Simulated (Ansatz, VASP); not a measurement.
## One calculation of ZnAuC4N4, two programs

The input INCAR:

```
SYSTEM = ZnAuC4N4
PREC = Accurate
ENCUT = 520
EDIFF = 1E-6
ISMEAR = 0
SIGMA = 0.1
LREAL = .False.
LASPH = .True.
NELM = 80
ALGO = Normal
ISIF = 2
LWAVE = .False.
LCHARG = .True.
GGA = PE
LELF = .True.
LVHAR = .True.
NBANDS = 40
```

File KPOINTS:

```
Automatic mesh
0
Gamma
  4 4 4
  0 0 0
```

The input POSCAR:

```
ZnAuC4N4
1.0
    5.8826218900      0.0000000000      0.0000000000
    0.0000000000      5.8826218900      0.0000000000
    0.0000000000      0.0000000000      5.8826218900
Zn C Au N
1 4 1 4
Direct
    0.0000000000      0.0000000000      0.0000000000
    0.1881440800      0.1881440800      0.1881440800
    0.1881440800      0.8118559200      0.8118559200
    0.8118559200      0.1881440800      0.8118559200
    0.8118559200      0.8118559200      0.1881440800
    0.5000000000      0.5000000000      0.5000000000
    0.3029738000      0.3029738000      0.3029738000
    0.3029738000      0.6970262000      0.6970262000
    0.6970262000      0.3029738000      0.6970262000
    0.6970262000      0.6970262000      0.3029738000
```

Input for Ansatz:

```yaml
crystal:
  lattice:
    - [5.88262189, 0.0, 0.0]
    - [0.0, 5.88262189, 0.0]
    - [0.0, 0.0, 5.88262189]
  atoms:
    - { symbol: Zn, position: [0.0, 0.0, 0.0] }
    - { symbol: C, position: [0.18814408, 0.18814408, 0.18814408] }
    - { symbol: C, position: [0.18814408, 0.81185592, 0.81185592] }
    - { symbol: C, position: [0.81185592, 0.18814408, 0.81185592] }
    - { symbol: C, position: [0.81185592, 0.81185592, 0.18814408] }
    - { symbol: Au, position: [0.5, 0.5, 0.5] }
    - { symbol: "N", position: [0.3029738, 0.3029738, 0.3029738] }
    - { symbol: "N", position: [0.3029738, 0.6970262, 0.6970262] }
    - { symbol: "N", position: [0.6970262, 0.3029738, 0.6970262] }
    - { symbol: "N", position: [0.6970262, 0.6970262, 0.3029738] }
basis:
  ecutwfc: 420
kpoints:
  mp_grid: { grid: [4, 4, 4] }
hamiltonian:
  xc: pbe
scf:
  occupations: { method: gaussian, width: 0.1 }
  lower_state_search: "off"
output:
  forces: true
  stress: true
  eigenvalues: true
```

Alike in both runs: task single point; functional PBE; k mesh 4 × 4 × 4; occupations gaussian, width 0.1 eV; no spin polarisation.

|  | VASP | Ansatz |
| --- | --- | --- |
| version | VASP 6.6.1 | Ansatz 0.2.0 |
| potentials or method | VASP PAW PBE potentials, release 64 (Zn, C, Au, N), cutoff 520 eV | scalar-relativistic, plane waves, PAW |
| valence electrons in the cell | 59 | 67 |

|  | VASP | Ansatz | Ansatz less VASP |
| --- | --- | --- | --- |
| gap on the k mesh at the Fermi level (eV) | none | none | - |
| pressure (GPa) | 5.9 | 5.5 | -0.37 |
| rms of the force components (eV/Å) | 0.663 | 0.845 | +0.1821 |

Atom by atom the forces differ by 0.184 eV/Å (rms over components). A gap of «none» marks a metal or a gap that the smearing closes. VASP's potentials hold 59 valence electrons a cell and Ansatz's 67, so a difference there can come from the potentials and not from the codes.

Neither program's run includes spin-orbit coupling. Noted on VASP's run: the standard files for N, O and F lose accuracy on very short bonds.
